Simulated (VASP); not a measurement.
Runs of VASP 6.6.1 on AlN. The cells are those of the table. 

```tsv
cell	gap on the mesh (eV)	pressure (GPa)	largest force (eV/Å)
a = 3.111, b = 3.111, c = 10.000 Å, angles 87.3, 84.6, 60.0°, 8 atoms	3.46	-4.6	1.43
a = 3.111, b = 3.111, c = 10.033 Å, angles 86.4, 82.9, 60.0°, 8 atoms	3.14	-4.8	1.36
a = 3.111, b = 3.111, c = 9.975 Å, angles 88.2, 86.4, 60.0°, 8 atoms	(a)	-4.3	1.22
a = 3.111, b = 3.111, c = 9.961 Å, angles 89.1, 88.2, 60.0°, 8 atoms	(b)	-4.0	0.67
```

Alike in all rows: task single point; level LDA; potentials or basis VASP PAW LDA potentials, release 64 (Al, N); no spin polarisation; k mesh 8 × 8 × 3; cutoff (eV) 520; smearing gaussian 0.05 eV.

Question: Estimate the missing entries.

Answer: (a) 3.78; (b) 4.06.

Caveats: the cell stands under tension; an odd mesh through Γ misses points on the zone boundary, where band edges can lie; forces of over 1 eV/Å act on the atoms, so gaps and moduli don't describe the material at rest (at least some runs).
